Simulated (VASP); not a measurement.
Write the native input for VASP 6.6.1 that does the following.

```
Task                   : single point
Functional             : PBE
Potentials or basis    : VASP PAW PBE potentials, release 64 (Cr_sv)
Cutoff                 : 600 eV
k mesh                 : 17 × 17 × 9
Occupations            : fermi-dirac, width 0.1 eV
Spin                   : no spin polarisation
Dipole correction      : no
Further INCAR settings : ALGO = Normal; EDIFF = 1e-06; NBANDS = 21
```

The structure of Cr lies in POSCAR:

```
Cr
1.0
    2.2119492345      0.0000000000      0.0000000000
   -1.1059746173      1.9156042290      0.0000000000
    0.0000000000      0.0000000000      3.8284182233
Cr
2
Direct
    0.3333333333      0.6666666667      0.2500000000
    0.6666666667      0.3333333333      0.7500000000
```

This isn't the form of Cr at room conditions, which is bcc.

These files were run (other wordings do the same):

INCAR

```
  PREC = Accurate
  ENCUT = 600
  EDIFF = 1E-6
  ISMEAR = -1
  SIGMA = 0.1
  LREAL = False
  LASPH = True
  NELM = 120
  ALGO = Normal
  ISIF = 2
  LWAVE = False
  LCHARG = False
  GGA = PE
  NBANDS = 21
  GGA_COMPAT = False
```

KPOINTS

```
Automatic mesh
0
Gamma
  17 17 9
```

Potentials or basis: VASP PAW PBE potentials, release 64 (Cr_sv).

Launch:

```bash
$ cat potpaw_PBE.64/Cr_sv/POTCAR > POTCAR
$ mpirun -np 1 vasp_std > vasp.out
```

It gave:

```
Pressure               : 189.3 GPa
Band gap on the k mesh : zero (bands 14 and 15 overlap by 2.47 eV)
```

Caveat: the cell stands under pressure; the run has no spin polarisation, though such a crystal can be magnetic.

Wall time 50 s on 1 thread of AMD EPYC 7R43 64-Core Processor (Zen 3), with other jobs on the host, peak memory 0.13 GiB.
